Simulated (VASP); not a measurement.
A run of VASP 6.6.1 is set up as follows.

The input INCAR:

```
PREC = Accurate
ENCUT = 520
EDIFF = 1E-7
ISMEAR = 0
SIGMA = 0.15
LREAL = F
LASPH = T
NELM = 80
ALGO = Fast
ISIF = 2
LWAVE = F
LCHARG = F
NBANDS = 14
```

KPOINTS

```
regular mesh
0
Gamma
  14 14 14
```

File POSCAR:

```
TiAl
1.0
    2.8663491144      0.0000000000      0.0000000000
    0.0000000000      3.2099985995      0.0000000000
    0.0000000000      0.0000000000      3.1240862282
Ti Al
1 1
Direct
    0.0000000000      0.0000000000      0.0000000000
    0.5000000000      0.5000000000      0.5000000000
```

Potentials or basis: VASP PAW LDA potentials, release 64 (Ti_sv, Al).

Command:

```console
$ cat potpaw_LDA.64/Ti_sv/POTCAR potpaw_LDA.64/Al/POTCAR > POTCAR
$ mpirun -np 1 vasp_std > vasp.out
```

(1) What does it give for the band gap on the k mesh?

(2) Estimate the pressure.

Results:

(1) zero (an odd number of electrons rules out a gap without spin polarisation).

(2) 8.9 GPa.

Caveat: the cell differs from its parent crystal (normal strain along x -0.0825, normal strain along y +0.0275); the cell stands under pressure.
